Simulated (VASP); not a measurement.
A run of VASP 6.6.1 is set up as follows.

The input INCAR:

```
SYSTEM = In2PtSe5
PREC     = Accurate       ! precision mode
ENCUT    = 520            ! plane-wave cutoff, eV
EDIFF    = 1E-6           ! SCF threshold, eV
ISMEAR   = 0              ! smearing method
SIGMA    = 0.15           ! smearing width, eV
LREAL    = .False.        ! projectors in reciprocal space
LASPH    = .True.         ! aspherical terms in the spheres
NELM     = 80             ! most SCF steps
ALGO     = Normal         ! electronic algorithm
ISIF     = 2              ! what is computed and relaxed
LWAVE    = .False.        ! write WAVECAR
LCHARG   = .False.        ! write CHGCAR
GGA      = PE             ! functional
NBANDS   = 43             ! bands
```

The input KPOINTS:

```
regular mesh
0
Gamma
  4 4 1
  0 0 0
```

Contents of POSCAR:

```
In2PtSe5
1.0
    3.9610447025      0.0000000000      0.0000000000
   -1.9805223512      3.4303653379      0.0000000000
    0.0000000000      0.0000000000     15.6648867174
In Pt Se
2 1 5
Direct
    0.3333333333      0.6666666667      0.6437678032
    0.6666666667      0.3333333333      0.3720630020
    0.0000000000      0.0000000000      0.0103739826
    0.6666666667      0.3333333333      0.9334134178
    0.3333333333      0.6666666667      0.0876113357
    0.0000000000      0.0000000000      0.7272007831
    0.3333333333      0.6666666667      0.4809402365
    0.0000000000      0.0000000000      0.2826294391
```

Potentials or basis: VASP PAW PBE potentials, release 64 (In_d, Pt, Se).

Command:

```bash
$ cat potpaw_PBE.64/In_d/POTCAR potpaw_PBE.64/Pt/POTCAR potpaw_PBE.64/Se/POTCAR > POTCAR
$ mpirun -np 1 vasp_std > vasp.out
```

Estimate the band gap on the k mesh.

0.89 eV, indirect (least direct gap 1.04 eV).

What does it give for the pressure?

0.0 GPa.

Estimate the largest force.

0.047 eV/Å.

Stress tensor (GPa, compression positive):
```
-0.11  0.00  0.00
 0.00 -0.11  0.00
 0.00  0.00  0.12
```

Caveat: the k points lie up to 0.46 Å⁻¹ apart; spin-orbit coupling is left out, which moves the levels of the heavy elements; this functional lacks dispersion, which binds the layers, so the pressure and a relaxed spacing across them are unreliable. A k mesh can miss the band edges.
